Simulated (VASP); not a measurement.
# MgH2 (Fm-3m) in VASP: single point with LDA

Aim: the single point of MgH2 with LDA.

Program: VASP 6.6.1. These are calculated values, not measurements. Logs are shortened: lines on timing, memory, paths and dates and some standing lists are left out, and cuts for length are marked.

### Step 1. The cell of the first run

Symmetry: Fm-3m, No. 225, cubic system. The conventional cell has a = 4.672 Å, b = 4.672 Å, c = 4.672 Å, α = 90.00°, β = 90.00°, γ = 90.00°. Within 2.7 Å of Mg (site symmetry m-3m) lie 8 H at 2.02 Å. Within 2.7 Å of H (site symmetry -43m) lie 4 Mg at 2.02 Å and 6 H at 2.34 Å.

### Step 2. Single point, LDA

Input file INCAR:

```
SYSTEM = MgH2
PREC = Accurate
ENCUT = 840
EDIFF = 1E-6
ISMEAR = -1
SIGMA = 0.01
LREAL = .FALSE.
LASPH = .TRUE.
NELM = 120
ALGO = Normal
ISIF = 2
LWAVE = .FALSE.
LCHARG = .TRUE.
LELF = .TRUE.
LVHAR = .TRUE.
NBANDS = 13
GGA_COMPAT = .FALSE.
```

Input file KPOINTS:

```
Automatic mesh
0
G
  8 8 8
  0 0 0
```

Input file POSCAR:

```
MgH2
1.0
    0.0000000000      2.3359263852      2.3359263852
    2.3359263852      0.0000000000      2.3359263852
    2.3359263852      2.3359263852      0.0000000000
Mg H
1 2
Direct
    0.0000000000      0.0000000000      0.0000000000
    0.2500000000      0.2500000000      0.2500000000
    0.7500000000      0.7500000000      0.7500000000
```

Potentials or basis: VASP PAW LDA potentials, release 64 (Mg_sv, H).

Launch:

```bash
cat potpaw_LDA.64/Mg_sv/POTCAR potpaw_LDA.64/H/POTCAR > POTCAR
mpirun -np 1 vasp_std > vasp.out
```

OUTCAR:

```text
SYSTEM = MgH2
   PREC = Accurate
   ENCUT = 840
   EDIFF = 1E-6
   ISMEAR = -1
   LREAL = .FALSE.
   LASPH = .TRUE.
   NELM = 120
   ISIF = 2

 ion  position               nearest neighbor table
   1  0.000  0.000  0.000-
   2  0.250  0.250  0.250-
   3  0.750  0.750  0.750-

  LATTYP: Found a face centered cubic cell.
 ALAT       =     4.6718527704

  Lattice vectors:

 A1 = (   0.0000000000,   2.3359263852,   2.3359263852)
 A2 = (   2.3359263852,   0.0000000000,   2.3359263852)
 A3 = (   2.3359263852,   2.3359263852,   0.0000000000)

Analysis of symmetry for initial positions (statically):
=====================================================================
 Subroutine PRICEL returns:
 Original cell was already a primitive cell.

 Routine SETGRP: Setting up the symmetry group for a
 face centered cubic supercell.

 Subroutine GETGRP returns: Found 48 space group operations
 (whereof 48 operations were pure point group operations)
 out of a pool of 48 trial point group operations.

The static configuration has the point symmetry O_h .

Analysis of symmetry for dynamics (positions and initial velocities):
=====================================================================
 Subroutine PRICEL returns:
 Original cell was already a primitive cell.

 Routine SETGRP: Setting up the symmetry group for a
 face centered cubic supercell.

 Subroutine GETGRP returns: Found 48 space group operations
 (whereof 48 operations were pure point group operations)
 out of a pool of 48 trial point group operations.

The dynamic configuration has the point symmetry O_h .

 Subroutine INISYM returns: Found 48 space group operations
 (whereof 48 operations are pure point group operations),
 and found     1 'primitive' translations

----------------------------------------------------------------------------------------

                                     Primitive cell

  volume of cell :      25.4922

  direct lattice vectors                    reciprocal lattice vectors
     0.000000000  2.335926385  2.335926385    -0.214047841  0.214047841  0.214047841
     2.335926385  0.000000000  2.335926385     0.214047841 -0.214047841  0.214047841
     2.335926385  2.335926385  0.000000000     0.214047841  0.214047841 -0.214047841

  length of vectors
     3.303498775  3.303498775  3.303498775     0.370741736  0.370741736  0.370741736

  position of ions in fractional coordinates (direct lattice)
     0.000000000  0.000000000  0.000000000
     0.250000000  0.250000000  0.250000000
     0.750000000  0.750000000  0.750000000

  ion indices of the primitive-cell ions
   primitive index   ion index
                 1           1
                 2           2
[... 86 lines left out ...]
   EMIN   =  10.00;   EMAX   =-10.00  energy-range for DOS
   EFERMI =   0.00;   METHOD = LEGACY
   ISMEAR =    -1;   SIGMA  =   0.01  broadening in eV -4-tet -1-fermi 0-gaus
   EFERMI_NEDOS =   21; number of points for ismear=-14 and -15
   IALGO  =     38    algorithm
   IMIX   =      4    mixing-type and parameters
     AMIX     =   0.40;   BMIX     =  1.00
     AMIX_MAG =   1.60;   BMIX_MAG =  1.00
  volume/ion in A,a.u.               =       8.50        57.34
  Fermi-wavevector in a.u.,A,eV,Ry     =   1.273501  2.406569 22.066008  1.621806
  Thomas-Fermi vector in A             =   2.406321
   LORBIT       =      0    0 simple, 1 ext, 2 COOP (PROOUT), +10 PAW based schemes
   GGA     = CA    functional components
   LHFCALC =     F    Hartree Fock is set to
   AEXX    =    0.0000 exact exchange contribution
   IVDW    =     0    specifies the selected vdW correction
   LEPSILON=     F    determine dielectric tensor
   LRPA    =     F    only Hartree local field effects (RPA)
 non-spin polarized calculation
  energy-cutoff  :      840.00
  volume of cell :       25.49
 maximum number of plane-waves:      1424
   NGX = 15   NGY = 15   NGZ = 15

 number of electron      12.0000009 magnetization

 Free energy of the ion-electron system (eV)
  ---------------------------------------------------
  ext. energy  EPLUGINS =         0.00000000
  ---------------------------------------------------
  free energy    TOTEN  =        -9.11613773 eV

  energy without entropy =       -9.11613773  energy(sigma->0) =       -9.11613773

 E-fermi :   2.9067     XC(G=0):  -9.7417

 val. band max:        2.7257883513   @ k =  -0.3750   0.5000   0.1250
 cond. band min:       3.0942804017   @ k =   0.5000   0.3750   0.0000
 fundamental gap:      0.3684920505
 Fermi energy:         2.9066778922

 k-point     1 :       0.0000    0.0000    0.0000
  band No.  band energies     occupation
      1     -72.5939      2.00000
      2     -40.0743      2.00000
      3     -40.0743      2.00000
      4     -40.0743      2.00000
      5      -7.4531      2.00000
      6       4.1823      0.00000
      7      12.2906      0.00000
      8      12.2906      0.00000
      9      12.2906      0.00000
     10      15.0255      0.00000
     11      15.0255      0.00000
     12      15.0255      0.00000
     13      16.1399      0.00000
[... 354 lines left out ...]
  band No.  band energies     occupation
      1     -72.5916      2.00000
      2     -40.0960      2.00000
      3     -40.0845      2.00000
      4     -40.0799      2.00000
      5      -2.4151      2.00000
      6      -2.3732      2.00000
      7       5.9431      0.00000
      8       6.6057      0.00000
      9      12.0323      0.00000
     10      12.0525      0.00000
     11      17.5471      0.00000
     12      17.9015      0.00000
     13      19.3602      0.00000

 [... further k-points ...]

------------------------ aborting loop because EDIFF is reached ----------------------------------------

  FORCE on cell =-STRESS in cart. coord.  units (eV):
  Direction    XX          YY          ZZ          XY          YZ          ZX
  --------------------------------------------------------------------------------------
  -------------------------------------------------------------------------------------
  Total       -0.0102427     -0.0102427     -0.0102427     -0.0000000      0.0000000     -0.0000000
  in kB       -0.6437532     -0.6437532     -0.6437532     -0.0000000      0.0000000     -0.0000000
  external PRESSURE =      -0.6437532 kB  Pullay stress =       0.0000000 kB

 VOLUME and BASIS-vectors are now :
 -----------------------------------------------------------------------------
  energy-cutoff  :      840.00
  volume of cell :       25.49
      direct lattice vectors                 reciprocal lattice vectors
     0.000000000  2.335926385  2.335926385    -0.214047841  0.214047841  0.214047841
     2.335926385  0.000000000  2.335926385     0.214047841 -0.214047841  0.214047841
     2.335926385  2.335926385  0.000000000     0.214047841  0.214047841 -0.214047841

 POSITION                                       TOTAL-FORCE (eV/Angst)
 -----------------------------------------------------------------------------------
      0.00000      0.00000      0.00000        -0.000000     -0.000000     -0.000000
      1.16796      1.16796      1.16796         0.000000      0.000000      0.000000
      3.50389      3.50389      3.50389        -0.000000     -0.000000     -0.000000
 -----------------------------------------------------------------------------------
    total drift:                                0.000000     -0.000000      0.000000

  FREE ENERGIE OF THE ION-ELECTRON SYSTEM (eV)
  ---------------------------------------------------
  free  energy   TOTEN  =        -9.1161377324 eV

  energy  without entropy=       -9.1161377321  energy(sigma->0) =       -9.11613773
```

OSZICAR:

```text
N       E                     dE             d eps       ncg     rms          rms(c)
DAV:   1     0.879206199592E+02    0.87921E+02   -0.97280E+03   754   0.140E+03
DAV:   2    -0.649762860379E+01   -0.94418E+02   -0.92616E+02   864   0.319E+02
DAV:   3    -0.980184117746E+01   -0.33042E+01   -0.32876E+01  1110   0.546E+01
DAV:   4    -0.985040518929E+01   -0.48564E-01   -0.48562E-01   830   0.640E+00
DAV:   5    -0.985121624596E+01   -0.81106E-03   -0.81105E-03  1022   0.669E-01    0.650E+00
DAV:   6    -0.929497613964E+01    0.55624E+00   -0.26860E-01   878   0.410E+00    0.320E+00
DAV:   7    -0.911499771255E+01    0.17998E+00   -0.32163E-01   906   0.349E+00    0.349E-01
DAV:   8    -0.911616794922E+01   -0.11702E-02   -0.23802E-02   909   0.172E+00    0.672E-02
DAV:   9    -0.911614526089E+01    0.22688E-04   -0.19815E-04  1028   0.188E-01    0.292E-02
DAV:  10    -0.911613738635E+01    0.78745E-05   -0.51812E-05   932   0.981E-02    0.198E-02
DAV:  11    -0.911613773236E+01   -0.34601E-06   -0.40627E-06   849   0.353E-02
   1 F= -.91161377E+01 E0= -.91161377E+01  d E =-.256986E-09
```

Run time: 13 s. Hardware: 1 thread of AMD EPYC 7R13 (Zen 3), shared host; peak memory 0.12 GiB.

What came out:

```yaml
Free_energy: -9.1161 eV
Pressure: -0.1 GPa
Band_gap_on_the_k_mesh: zero (bands 6 and 7 overlap by 1.87 eV)
```

The gap in the log of VASP goes by the Fermi energy; the results here count the filled bands.